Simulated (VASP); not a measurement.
Runs of VASP 6.6.1 on AlNi. The structure is that of space group P4/mmm (No. 123), or close to it. The cells are those of the table. 

```tsv
cell	gap on the mesh (eV)	pressure (GPa)
a = 3.033, b = 3.033, c = 2.746 Å, 2 atoms	none	(a)
a = 2.744, b = 2.744, c = 3.055 Å, 2 atoms	none	9.7
a = 2.937, b = 2.937, c = 2.668 Å, 2 atoms	none	9.7
a = 2.841, b = 2.841, c = 3.132 Å, 2 atoms	none	-5.9
```

Alike in all rows: task single point; level PBE; potentials or basis VASP PAW PBE potentials, release 64 (Al, Ni); no spin polarisation; k mesh 16 × 16 × 16; cutoff (eV) 520; smearing gaussian 0.15 eV.

Estimate the missing entries.

(a) -5.7.

Caveats: the stress differs along the axes, from -9 to 0 GPa (at least some runs); the stress differs along the axes, from 6 to 12 GPa (at least some runs); the stress differs along the axes, from 6 to 17 GPa (at least some runs); the cell stands under tension (at least some runs).

A gap of «none» marks levels without a gap at the run's occupations.
